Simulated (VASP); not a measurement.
# PbS (Cmc2_1) in VASP: a series of runs, part 2 of 2

VASP 6.6.1. Earlier steps stand in the parts before.

## 3. Single point, PBE

This run uses another cell than the first one, of 27.72 Å³/atom, 1.064 times its volume.

Contents of INCAR:

```
SYSTEM = PbS
ALGO = Normal ; EDIFF = 1E-6
ENCUT = 520 ; GGA = PE
ISIF = 2 ; ISMEAR = 0
LASPH = .True. ; LCHARG = .False.
LREAL = .False. ; LWAVE = .False.
NBANDS = 28 ; NELM = 60
PREC = Accurate ; SIGMA = 0.05
```

Contents of KPOINTS:

```
k-points
0
Gamma
  8 8 4
  0 0 0
```

Contents of POSCAR:

```
PbS
1.0
    2.0569418400     -3.5658292650      0.0000000000
    2.0569418400      3.5658292650      0.0000000000
    0.0000000000      0.0000000000      7.5599447400
Pb S
2 2
Direct
    0.0010316600      0.9989683400      0.4867318100
    0.9989683400      0.0010316600      0.9867318100
    0.6671454800      0.3328545200      0.6924681900
    0.3328545200      0.6671454800      0.1924681900
```

Potentials or basis: VASP PAW PBE potentials, release 64 (Pb_d, S).

The run is started by

```sh
$ cat potpaw_PBE.64/Pb_d/POTCAR potpaw_PBE.64/S/POTCAR > POTCAR
$ mpirun -np 1 vasp_std > vasp.out
```

OUTCAR:

```text
SYSTEM = PbS
   EDIFF = 1E-6
   ENCUT = 520
   GGA = PE
   ISIF = 2
   ISMEAR = 0
   LASPH = .True.
   LREAL = .False.
   NELM = 60
   PREC = Accurate

 ion  position               nearest neighbor table
   1  0.001  0.999  0.487-   3 2.84   3 2.84   3 2.84   4 3.25   4 3.26   4 3.26   2 3.78   2 3.78

   2  0.999  0.001  0.987-   4 2.84   4 2.84   4 2.84   3 3.25   3 3.26   3 3.26   1 3.78   1 3.78

   3  0.667  0.333  0.692-   1 2.84   1 2.84   1 2.84   2 3.25   2 3.26   2 3.26
   4  0.333  0.667  0.192-   2 2.84   2 2.84   2 2.84   1 3.25   1 3.26   1 3.26
[... 942 lines left out ...]

 [... further k-points ...]
[... 5 lines left out ...]
  --------------------------------------------------------------------------------------
  -------------------------------------------------------------------------------------
  Total        0.6650011      0.6437342      0.5921334      0.0000000      0.0000000      0.0000000
  in kB        9.6073094      9.3000657      8.5545858      0.0000000      0.0000000      0.0000000
  external PRESSURE =       9.1539870 kB  Pullay stress =       0.0000000 kB

 VOLUME and BASIS-vectors are now :
 -----------------------------------------------------------------------------
  energy-cutoff  :      520.00
  volume of cell :      110.90
      direct lattice vectors                 reciprocal lattice vectors
     2.056941840 -3.565829265  0.000000000     0.243079308 -0.140219837  0.000000000
     2.056941840  3.565829265  0.000000000     0.243079308  0.140219837  0.000000000
     0.000000000  0.000000000  7.559944740     0.000000000  0.000000000  0.132276099

 POSITION                                       TOTAL-FORCE (eV/Angst)
 -----------------------------------------------------------------------------------
      2.05694      3.55847      3.67967         0.000000      0.006532     -0.062964
      2.05694     -3.55847      7.45964         0.000000     -0.006532     -0.062964
      2.05694     -1.19202      5.23502         0.000000     -0.003547      0.062964
      2.05694      1.19202      1.45505         0.000000      0.003547      0.062964
 -----------------------------------------------------------------------------------
    total drift:                               -0.000000     -0.000000     -0.003366

  FREE ENERGIE OF THE ION-ELECTRON SYSTEM (eV)
  ---------------------------------------------------
  free  energy   TOTEN  =       -17.3122586202 eV

  energy  without entropy=      -17.3122586202  energy(sigma->0) =      -17.31225862
```

OSZICAR:

```text
N       E                     dE             d eps       ncg     rms          rms(c)
DAV:   1     0.414241449977E+03    0.41424E+03   -0.18568E+04  3528   0.150E+03
DAV:   2     0.295139797958E+02   -0.38473E+03   -0.37337E+03  3548   0.401E+02
DAV:   3    -0.161541038643E+02   -0.45668E+02   -0.44605E+02  4692   0.155E+02
DAV:   4    -0.182683054104E+02   -0.21142E+01   -0.21054E+01  4212   0.347E+01
DAV:   5    -0.183573601564E+02   -0.89055E-01   -0.89043E-01  4792   0.743E+00    0.649E+00
DAV:   6    -0.172930028214E+02    0.10644E+01   -0.26961E+00  4928   0.103E+01    0.415E+00
DAV:   7    -0.173072043556E+02   -0.14202E-01   -0.43945E-01  3876   0.268E+00    0.269E+00
DAV:   8    -0.173184398372E+02   -0.11235E-01   -0.78427E-02  4500   0.241E+00    0.113E+00
DAV:   9    -0.173116557802E+02    0.67841E-02   -0.20995E-02  4928   0.121E+00    0.176E-01
DAV:  10    -0.173121226401E+02   -0.46686E-03   -0.18566E-03  3920   0.185E-01    0.547E-02
DAV:  11    -0.173122554772E+02   -0.13284E-03   -0.17254E-04  4148   0.775E-02    0.204E-02
DAV:  12    -0.173122580257E+02   -0.25485E-05   -0.20046E-05  4344   0.237E-02    0.174E-02
DAV:  13    -0.173122586202E+02   -0.59449E-06   -0.75198E-06  3368   0.204E-02
   1 F= -.17312259E+02 E0= -.17312259E+02  d E =-.106233E-14
```

Run time: 1.7 min. Hardware: 1 thread of Intel Xeon Platinum 8488C (Sapphire Rapids), shared host; peak memory 0.33 GiB.

What came out:

| Property | Result |
| --- | --- |
| Free energy | -17.3123 eV |
| Pressure | 0.9 GPa |
| Largest force | 0.063 eV/Å |
| Band gap on the k mesh | 0.61 eV, indirect (least direct gap 1.14 eV) |

Forces on the atoms (eV/Å):
```
Pb   0.000  0.007 -0.063
Pb   0.000 -0.007 -0.063
S    0.000 -0.004  0.063
S    0.000  0.004  0.063
```

Levels at points of the mesh, in eV from the valence-band top:
| k point | band 17 | band 18 | band 19 | band 20 | band 21 | band 22 | band 23 | band 24 |
| --- | --- | --- | --- | --- | --- | --- | --- | --- |
| (0.00, 0.00, 0.00) | -1.71 | -1.38 | -1.37 | -0.03 | 1.11 | 3.61 | 3.61 | 3.94 |
| (0.50, 0.00, 0.00) | -2.79 | -1.71 | -1.38 | -0.77 | 0.61 | 2.59 | 2.93 | 4.03 |
| (0.50, 0.50, 0.00) | -2.78 | -1.70 | -1.38 | -0.75 | 0.61 | 2.60 | 2.93 | 4.03 |
| (0.00, 0.00, 0.50) | -1.54 | -1.54 | -1.25 | -1.25 | 2.73 | 2.73 | 3.68 | 3.68 |
| (0.50, 0.00, 0.50) | -2.33 | -2.33 | -2.25 | -2.25 | 2.52 | 2.52 | 3.43 | 3.43 |
| (0.50, 0.50, 0.50) | -2.32 | -2.32 | -2.24 | -2.24 | 2.51 | 2.51 | 3.43 | 3.43 |

Caveat: spin-orbit coupling is left out, which moves the levels of the heavy elements.

## 4. Single point, PBE

This run uses another cell than the first one, of 27.72 Å³/atom, 1.064 times its volume.

Contents of INCAR:

```
ALGO = Normal ; EDIFF = 1E-7
ENCUT = 520 ; GGA = PE
ISIF = 2 ; ISMEAR = 0
LASPH = True ; LCHARG = True
LELF = True ; LREAL = False
LVHAR = True ; LWAVE = False
NBANDS = 28 ; NELM = 60
PREC = Accurate ; SIGMA = 0.05
```

Contents of KPOINTS:

```
k-points
0
Gamma
  8 8 4
```

POSCAR is that of step 3.

The run is started by

```sh
$ cat potpaw_PBE.64/Pb_d/POTCAR potpaw_PBE.64/S/POTCAR > POTCAR
$ mpirun -np 1 vasp_std > vasp.out
```

Run time: 2.1 min. Hardware: 1 thread of Intel Xeon Platinum 8488C (Sapphire Rapids), shared host; peak memory 0.32 GiB.

The run converged. Its results:

| Item | Value |
| --- | --- |
| Free energy | -17.3123 eV |
| Pressure | 0.9 GPa |
| Largest force | 0.063 eV/Å |
| Band gap on the k mesh | 0.61 eV, indirect (least direct gap 1.14 eV) |

Forces on the atoms (eV/Å):
```
Pb   0.000  0.006 -0.062
Pb   0.000 -0.006 -0.062
S    0.000 -0.004  0.062
S    0.000  0.004  0.062
```

Stress tensor (GPa, compression positive):
```
0.96 0.00 0.00
0.00 0.93 0.00
0.00 0.00 0.86
```

Levels at points of the mesh, in eV from the valence-band top:
```
           k point  band 16  band 17  band 18  band 19  band 20  band 21  band 22  band 23  band 24  band 25
(0.00, 0.00, 0.00)    -1.71    -1.71    -1.38    -1.37    -0.03     1.11     3.61     3.61     3.94     3.97
(0.50, 0.00, 0.00)    -3.84    -2.79    -1.71    -1.38    -0.77     0.61     2.59     2.93     4.03     4.36
(0.50, 0.50, 0.00)    -3.85    -2.78    -1.71    -1.38    -0.75     0.61     2.60     2.93     4.03     4.34
(0.00, 0.00, 0.50)    -1.54    -1.54    -1.54    -1.25    -1.25     2.73     2.73     3.68     3.68     3.69
(0.50, 0.00, 0.50)    -3.12    -2.33    -2.33    -2.25    -2.25     2.52     2.52     3.43     3.43     3.95
(0.50, 0.50, 0.50)    -3.12    -2.32    -2.32    -2.24    -2.24     2.51     2.51     3.43     3.43     3.95
```

Caveat: spin-orbit coupling is left out, which moves the levels of the heavy elements. A k mesh can miss the band edges.
